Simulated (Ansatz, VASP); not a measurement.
Two plane-wave programs on ScAl3

```
Sc Al
1.0
     4.09784    0.00000    0.00000
     0.00000    4.09784    0.00000
     0.00000    0.00000    4.09784
Sc Al
1 3
Direct
  0.00000 0.00000 0.00000
  0.50000 0.00000 0.50000
  0.00000 0.50000 0.50000
  0.50000 0.50000 0.00000
```

Alike in both runs: task single point; functional PBE; k mesh 10 × 10 × 10; occupations gaussian, width 0.05 eV; no spin polarisation.

|  | VASP | Ansatz |
| --- | --- | --- |
| version | VASP 6.6.1 | Ansatz 0.2.0 |
| potentials or method | VASP PAW PBE potentials, release 64 (Sc_sv, Al), cutoff 500 eV | scalar-relativistic, plane waves, PAW |
| valence electrons in the cell | 20 | 20 |

```tsv
	VASP	Ansatz	Ansatz less VASP
gap on the k mesh at the Fermi level (eV)	none	none	-
pressure (GPa)	0.5	0.4	-0.01
```

A gap of «none» marks a metal or a gap that the smearing closes. With one functional, cell and mesh, what is left measures potentials, basis and numerics.
